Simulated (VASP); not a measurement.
## WC: single point with r2SCAN

The system is WC.

```
CELL_PARAMETERS angstrom
2.91187 0.00000 0.00000
-1.45593 2.52175 0.00000
0.00000 0.00000 2.83694
ATOMIC_POSITIONS crystal
W 0.00000 0.00000 0.00000
C 0.66667 0.33333 0.50000
```

```json
{"Program": "VASP 6.6.1", "Task": "single point", "Functional": "r2SCAN", "Potentials or basis": "VASP PAW PBE potentials, release 64 (W_sv, C)", "Cutoff": "520 eV", "k mesh": "14 × 14 × 12", "Occupations": "gaussian, width 0.05 eV", "Spin": "no spin polarisation", "Dipole correction": "no", "Further INCAR settings": "ALGO = Normal; EDIFF = 1e-06; NBANDS = 16"}
```

The pressure is 1.9 GPa and the band gap on the k mesh is zero (band 9 reaches 11.68 eV, above the bottom of band 10 at 10.34 eV).

Stress tensor (GPa, compression positive):
```
1.79 0.00 0.00
0.00 1.79 0.00
0.00 0.00 2.09
```

Levels at points of the mesh, in eV from the Fermi level:
```
           k point  band 7  band 8  band 9  band 10  band 11  band 12
(0.00, 0.00, 0.00)   -3.47   -3.47    0.12     3.41     3.41     5.96
(0.50, 0.00, 0.00)   -3.72   -3.67   -0.51     2.50     4.72     5.08
(0.00, 0.00, 0.50)   -2.09   -2.09   -0.56    -0.56     3.84     4.83
(0.50, 0.00, 0.50)   -4.47   -4.35    0.23     4.59     5.48     6.95
```

It used 240 s of CPU time on 1 thread of AMD EPYC 7R13 Processor (Zen 3), on a shared host.

Caveat: the PAW data sets were made with another functional, which shifts forces and pressure a little; spin-orbit coupling is left out, which moves the levels of the heavy elements.
